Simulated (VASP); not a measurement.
A run of VASP 6.6.1:

File INCAR:

```
PREC = Accurate
ENCUT = 520
EDIFF = 1E-6
ISMEAR = 0
SIGMA = 0.01
LREAL = F
LASPH = T
NELM = 80
ALGO = Normal
ISIF = 2
LWAVE = F
LCHARG = F
GGA = PE
NBANDS = 16
```

The input KPOINTS:

```
Automatic mesh
0
Gamma
  4 4 4
```

The input POSCAR:

```
CdS
1.0
    0.0373406500      2.9471633446      2.9471633446
    2.9471633446      0.0373406500      2.9471633446
    2.9471633446      2.9471633446      0.0373406500
Cd S
1 1
Direct
    0.0014428210      0.0014428210      0.0014428210
    0.2485571790      0.2485571790      0.2485571790
```

Potentials or basis: VASP PAW PBE potentials, release 64 (Cd, S).

Run with:

```sh
$ cat potpaw_PBE.64/Cd/POTCAR potpaw_PBE.64/S/POTCAR > POTCAR
$ mpirun -np 1 vasp_std > vasp.out
```

Hardware: 1 thread of Intel(R) Xeon(R) Platinum 8488C (Sapphire Rapids), with other jobs on the host.

Problem. How long does it take, and how much memory?

Solution. It took 7.5 s on 1 thread of Intel(R) Xeon(R) Platinum 8488C (Sapphire Rapids), with other jobs on the host, peak memory 0.17 GiB. Counts: scf iterations 14, k points 13.
